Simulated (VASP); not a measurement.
Runs of VASP 6.6.1 on ScNb. It takes space group P-6m2 (No. 187, hexagonal). The conventional cell has a = 3.066 Å, b = 3.066 Å, c = 5.072 Å, α = 90.00°, β = 90.00°, γ = 120.00°. Sc (site symmetry -6m2) has 6 Sc at 3.07 Å and 6 Nb at 3.09 Å within 4.0 Å. Nb (site symmetry -6m2) has 6 Nb at 3.07 Å and 6 Sc at 3.09 Å within 4.0 Å. 

| level | potentials or basis | spin | k mesh | smearing | gap on the mesh (eV) | pressure (GPa) |
| --- | --- | --- | --- | --- | --- | --- |
| PBE | VASP PAW PBE potentials, release 64 (Sc_sv, Nb_sv) | off | 6 × 6 × 4 | gaussian 0.1 eV | none | -0.5 |
| PBE | VASP PAW PBE potentials, release 64 (Sc_sv, Nb_sv) | off | 6 × 6 × 2 | methfessel-paxton 0.136057 eV | none | -0.5 |
| revPBE | VASP PAW PBE potentials, release 64 (Sc_sv, Nb_sv) | collinear, zero start | 3 × 3 × 1 | gaussian 0.1 eV | none | (a) |
| PBE | VASP PAW PBE potentials, release 64 (Sc_sv, Nb_sv) | off | 6 × 6 × 4 | methfessel-paxton 0.086 eV | none | -0.5 |
| LDA | VASP PAW LDA potentials, release 64 (Sc_sv, Nb_sv) | off | 6 × 6 × 4 | gaussian 0.1 eV | none | -7.6 |

Alike in all rows: task single point; cell as given; cutoff (eV) 500.

Fill in the values left out.

(a) 0.3.

Caveats: all runs use coarse meshes; the PAW data sets were made with another functional, which shifts forces and pressure a little (at least some runs).

A k mesh can miss the band edges, and the runs leave out spin-orbit coupling on Nb.

A gap of «none» marks levels without a gap at the run's occupations.
